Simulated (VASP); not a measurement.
# GaReSi (P4/nmm) in VASP: single point with PBE

Aim: the single point of GaReSi with PBE.

Program: VASP 6.6.1. These are calculated values, not measurements. Logs are shortened: lines on timing, memory, paths and dates and some standing lists are left out, and cuts for length are marked.

## Step 1: The cell of the first run

It takes space group P4/nmm (No. 129, tetragonal). Conventional cell: a = 3.194 Å, b = 3.194 Å, c = 8.054 Å, α = 90.00°, β = 90.00°, γ = 90.00°. Ga (site symmetry 4mm) has 8 Ga at 2.65 to 3.19 Å and 1 Si at 2.66 Å and 5 Re at 2.70 to 2.87 Å within 3.5 Å. Si (site symmetry 4mm) has 5 Re at 2.53 to 2.54 Å and 8 Si at 2.64 to 3.19 Å and 1 Ga at 2.66 Å within 3.3 Å. Within 3.3 Å of Re (site symmetry 4mm) lie 5 Si at 2.53 to 2.54 Å and 5 Ga at 2.70 to 2.87 Å and 4 Re at 3.19 Å.

## Step 2: Single point, PBE

Input file INCAR:

```
  PREC = Accurate
  ENCUT = 520
  EDIFF = 1E-7
  ISMEAR = -1
  SIGMA = 0.05
  LREAL = False
  LASPH = True
  NELM = 100
  ALGO = Normal
  ISIF = 2
  LWAVE = False
  LCHARG = False
  GGA = PE
  NBANDS = 33
```

Input file KPOINTS:

```
regular mesh
0
Gamma
  10 10 4
```

Input file POSCAR:

```
GaReSi
1.0
    3.1942000000      0.0000000000      0.0000000000
    0.0000000000      3.1942000000      0.0000000000
    0.0000000000      0.0000000000      8.0540000000
Ga Si Re
2 2 2
Direct
    0.5000000000      0.0000000000      0.9144773596
    0.0000000000      0.5000000000      0.0855226404
    0.0000000000      0.5000000000      0.4155080692
    0.5000000000      0.0000000000      0.5844919308
    0.0000000000      0.5000000000      0.7296795174
    0.5000000000      0.0000000000      0.2703204826
```

Potentials or basis: VASP PAW PBE potentials, release 64 (Ga_d, Si, Re).

The run is started by

```
$ cat potpaw_PBE.64/Ga_d/POTCAR potpaw_PBE.64/Si/POTCAR potpaw_PBE.64/Re/POTCAR > POTCAR
$ mpirun -np 1 vasp_std > vasp.out
```

OUTCAR:

```text
PREC = Accurate
   ENCUT = 520
   EDIFF = 1E-7
   ISMEAR = -1
   LREAL = False
   LASPH = True
   NELM = 100
   ISIF = 2
   GGA = PE

 ion  position               nearest neighbor table
   1  0.500  0.000  0.914-   2 2.65   2 2.65   2 2.65   2 2.65   4 2.66   5 2.70   5 2.70   5 2.70
                             5 2.70   6 2.87
   2  0.000  0.500  0.086-   1 2.65   1 2.65   1 2.65   1 2.65   3 2.66   6 2.70   6 2.70   6 2.70
                             6 2.70   5 2.87
   3  0.000  0.500  0.416-   5 2.53   6 2.54   6 2.54   6 2.54   6 2.54   4 2.64   4 2.64   4 2.64
                             4 2.64   2 2.66
   4  0.500  0.000  0.584-   6 2.53   5 2.54   5 2.54   5 2.54   5 2.54   3 2.64   3 2.64   3 2.64
                             3 2.64   1 2.66
   5  0.000  0.500  0.730-   3 2.53   4 2.54   4 2.54   4 2.54   4 2.54   1 2.70   1 2.70   1 2.70
                             1 2.70   2 2.87
   6  0.500  0.000  0.270-   4 2.53   3 2.54   3 2.54   3 2.54   3 2.54   2 2.70   2 2.70   2 2.70
                             2 2.70   1 2.87

  LATTYP: Found a simple tetragonal cell.
 ALAT       =     3.1942000000
 C/A-ratio  =     2.5214451193

  Lattice vectors:

 A1 = (   3.1942000000,   0.0000000000,   0.0000000000)
 A2 = (   0.0000000000,   3.1942000000,   0.0000000000)
 A3 = (   0.0000000000,   0.0000000000,   8.0540000000)

Analysis of symmetry for initial positions (statically):
=====================================================================
 Subroutine PRICEL returns:
 Original cell was already a primitive cell.

 Routine SETGRP: Setting up the symmetry group for a
 simple tetragonal supercell.

 Subroutine GETGRP returns: Found 16 space group operations
 (whereof  8 operations were pure point group operations)
 out of a pool of 16 trial point group operations.

The static configuration has the point symmetry D_2d.
 The point group associated with its full space group is D_4h.

Analysis of symmetry for dynamics (positions and initial velocities):
=====================================================================
 Subroutine PRICEL returns:
 Original cell was already a primitive cell.

 Routine SETGRP: Setting up the symmetry group for a
 simple tetragonal supercell.

 Subroutine GETGRP returns: Found 16 space group operations
 (whereof  8 operations were pure point group operations)
 out of a pool of 16 trial point group operations.

The dynamic configuration has the point symmetry D_2d.
 The point group associated with its full space group is D_4h.

 Subroutine INISYM returns: Found 16 space group operations
 (whereof  8 operations are pure point group operations),
[... 108 lines left out ...]
   IBRION =     -1    ionic relax: 0-MD 1-quasi-New 2-CG
   NFREE  =      0    steps in history (QN), initial steepest desc. (CG)
   ISIF   =      2    stress and relaxation
   ISYM   =      2    0-nonsym 1-usesym 2-fastsym
   POTIM  = 0.5000    time-step for ionic-motion
   TEBEG  =    0.0;   TEEND  =   0.0 temperature during run
   PSTRESS=    0.0 pullay stress
   NELECT =      48.0000    total number of electrons
   NUPDOWN=      -1.0000    fix difference up-down
   EMIN   =  10.00;   EMAX   =-10.00  energy-range for DOS
   EFERMI =   0.00;   METHOD = LEGACY
   ISMEAR =    -1;   SIGMA  =   0.05  broadening in eV -4-tet -1-fermi 0-gaus
   EFERMI_NEDOS =   21; number of points for ismear=-14 and -15
   IALGO  =     38    algorithm
   IMIX   =      4    mixing-type and parameters
     AMIX     =   0.40;   BMIX     =  1.00
     AMIX_MAG =   1.60;   BMIX_MAG =  1.00
  volume/ion in A,a.u.               =      13.70        92.42
  Fermi-wavevector in a.u.,A,eV,Ry     =   1.368495  2.586081 25.480709  1.872779
  Thomas-Fermi vector in A             =   2.494454
   LORBIT       =      0    0 simple, 1 ext, 2 COOP (PROOUT), +10 PAW based schemes
   GGA     = PE    functional components
   LHFCALC =     F    Hartree Fock is set to
   AEXX    =    0.0000 exact exchange contribution
   IVDW    =     0    specifies the selected vdW correction
   LEPSILON=     F    determine dielectric tensor
   LRPA    =     F    only Hartree local field effects (RPA)
 non-spin polarized calculation
  energy-cutoff  :      520.00
  volume of cell :       82.17
 maximum number of plane-waves:      2264
 NGX is ok and might be reduce to    24
   NGX = 11   NGY = 11   NGZ = 29

 number of electron      48.0000000 magnetization

 Free energy of the ion-electron system (eV)
  ---------------------------------------------------
  ext. energy  EPLUGINS =         0.00000000
  ---------------------------------------------------
  free energy    TOTEN  =       -43.26467360 eV

  energy without entropy =      -43.26359260  energy(sigma->0) =      -43.26413310

 E-fermi :   9.5104     XC(G=0): -12.7582

 val. band max:        9.4204395473   @ k =   0.0000   0.0000   0.5000
 cond. band min:       9.6057849303   @ k =   0.2000   0.0000   0.0000
 fundamental gap:      0.1853453830
 Fermi energy:         9.5104282008

 k-point     1 :       0.0000    0.0000    0.0000
  band No.  band energies     occupation
      1      -5.7970      2.00000
      2      -5.7120      2.00000
      3      -5.6577      2.00000
      4      -5.6012      2.00000
      5      -5.6012      2.00000
      6      -5.4583      2.00000
[... 853 lines left out ...]
     32      14.7847      0.00000
     33      15.9858      0.00000

 [... further k-points ...]

------------------------ aborting loop because EDIFF is reached ----------------------------------------

  FORCE on cell =-STRESS in cart. coord.  units (eV):
  Direction    XX          YY          ZZ          XY          YZ          ZX
  --------------------------------------------------------------------------------------
  -------------------------------------------------------------------------------------
  Total        1.9412476      1.9412476      2.2700271      0.0000000     -0.0000000      0.0000000
  in kB       37.8491110     37.8491110     44.2594275      0.0000000     -0.0000000      0.0000000
  external PRESSURE =      39.9858831 kB  Pullay stress =       0.0000000 kB

 VOLUME and BASIS-vectors are now :
 -----------------------------------------------------------------------------
  energy-cutoff  :      520.00
  volume of cell :       82.17
      direct lattice vectors                 reciprocal lattice vectors
     3.194200000  0.000000000  0.000000000     0.313067435  0.000000000  0.000000000
     0.000000000  3.194200000  0.000000000     0.000000000  0.313067435  0.000000000
     0.000000000  0.000000000  8.054000000     0.000000000  0.000000000  0.124161907

 POSITION                                       TOTAL-FORCE (eV/Angst)
 -----------------------------------------------------------------------------------
      1.59710      0.00000      7.36520         0.000000      0.000000      0.002150
      0.00000      1.59710      0.68880        -0.000000     -0.000000     -0.002150
      0.00000      1.59710      3.34650         0.000000     -0.000000      0.021448
      1.59710      0.00000      4.70750         0.000000      0.000000     -0.021448
      0.00000      1.59710      5.87684         0.000000     -0.000000     -0.004195
      1.59710      0.00000      2.17716        -0.000000      0.000000      0.004195
 -----------------------------------------------------------------------------------
    total drift:                                0.000000      0.000000      0.000000

  FREE ENERGIE OF THE ION-ELECTRON SYSTEM (eV)
  ---------------------------------------------------
  free  energy   TOTEN  =       -43.2646736042 eV

  energy  without entropy=      -43.2635925953  energy(sigma->0) =      -43.26413310
```

OSZICAR:

```text
N       E                     dE             d eps       ncg     rms          rms(c)
DAV:   1     0.344629654016E+03    0.34463E+03   -0.21691E+04  7046   0.231E+03
DAV:   2    -0.172448219216E+01   -0.34635E+03   -0.32337E+03  7284   0.791E+02
DAV:   3    -0.435227987991E+02   -0.41798E+02   -0.40308E+02  7021   0.201E+02
DAV:   4    -0.450713949682E+02   -0.15486E+01   -0.15240E+01  7268   0.401E+01
DAV:   5    -0.451100459448E+02   -0.38651E-01   -0.38494E-01  7060   0.786E+00    0.452E+01
DAV:   6    -0.435582253712E+02    0.15518E+01   -0.51226E+00  7724   0.360E+01    0.120E+01
DAV:   7    -0.433295917591E+02    0.22863E+00   -0.71973E-01  7756   0.103E+01    0.864E+00
DAV:   8    -0.432656288239E+02    0.63963E-01   -0.12387E-01  7604   0.522E+00    0.522E-01
DAV:   9    -0.432651096996E+02    0.51912E-03   -0.78189E-03  7228   0.899E-01    0.318E-01
DAV:  10    -0.432647722502E+02    0.33745E-03   -0.17905E-03  7420   0.396E-01    0.113E-01
DAV:  11    -0.432646717633E+02    0.10049E-03   -0.32411E-04  7828   0.302E-01    0.471E-02
DAV:  12    -0.432646745800E+02   -0.28166E-05   -0.26091E-05  7020   0.429E-02    0.150E-02
DAV:  13    -0.432646739002E+02    0.67974E-06   -0.37507E-06  6692   0.161E-02    0.544E-03
DAV:  14    -0.432646736565E+02    0.24373E-06   -0.40936E-07  4556   0.677E-03    0.178E-03
DAV:  15    -0.432646736042E+02    0.52269E-07   -0.49707E-08  3204   0.577E-03
   1 F= -.43264674E+02 E0= -.43264133E+02  d E =-.108101E-02
```

Wall time 68 s (1 thread of Intel Xeon 6975P-C (Granite Rapids), shared host); peak memory 0.29 GiB.

Results:

| Quantity | Value |
| --- | --- |
| Free energy | -43.2647 eV |
| Pressure | 4.0 GPa |
| Largest force | 0.021 eV/Å |
| Band gap on the k mesh | 0.19 eV (least direct gap 0.88 eV) |

Forces in eV/Å, atoms in the order of the input:
```
Ga   0.000  0.000  0.002
Ga   0.000  0.000 -0.002
Si   0.000  0.000  0.021
Si   0.000  0.000 -0.021
Re   0.000  0.000 -0.004
Re   0.000  0.000  0.004
```

Stress tensor (GPa, compression positive):
```
3.78 0.00 0.00
0.00 3.78 0.00
0.00 0.00 4.43
```

Caveat: the cell stands under pressure; spin-orbit coupling is left out, which moves the levels of the heavy elements. A k mesh can miss the band edges.
